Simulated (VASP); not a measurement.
Wanted: the native input for a VASP 6.6.1 run.

* Task: single point
* Functional: PBE
* Potentials or basis: VASP PAW PBE potentials, release 64 (Sr_sv, O)
* Cutoff: 520 eV
* k mesh: 8 × 8 × 8
* Occupations: fermi-dirac, width 0.02 eV
* Spin: no spin polarisation
* Dipole correction: no
* Further INCAR settings: ALGO = Normal; EDIFF = 1e-07; NBANDS = 15

The structure of SrO lies in POSCAR:

```
SrO
1.0
    0.0624074696      2.7922805169      2.7922805169
    2.7922805169      0.0624074696      2.7922805169
    2.8546879865      2.8546879865      0.0000000000
Sr O
1 1
Direct
    0.0039762917      0.0039762917     -0.0039762917
    0.2460237083      0.2460237083      0.2539762917
```

This cell differs from its parent crystal: shear xy strain +4.5%.

One way to write it, as run:

INCAR

```
PREC = Accurate
ENCUT = 520
EDIFF = 1E-7
ISMEAR = -1
SIGMA = 0.02
LREAL = F
LASPH = T
NELM = 100
ALGO = Normal
ISIF = 2
LWAVE = F
LCHARG = F
GGA = PE
NBANDS = 15
```

KPOINTS

```
Automatic mesh
0
Gamma
  8 8 8
```

Potentials or basis: VASP PAW PBE potentials, release 64 (Sr_sv, O).

Launch:

```console
$ cat potpaw_PBE.64/Sr_sv/POTCAR potpaw_PBE.64/O/POTCAR > POTCAR
$ mpirun -np 1 vasp_std > vasp.out
```

It gave:

```
Pressure               : 1.4 GPa
Band gap on the k mesh : 2.52 eV (least direct gap 3.30 eV)
```

Caveat: the cell differs from its parent crystal (shear xy strain +4.5%).

Run time: 29 s on 1 thread of Intel(R) Xeon(R) 6975P-C (Granite Rapids), on a shared host, peak memory 0.21 GiB.
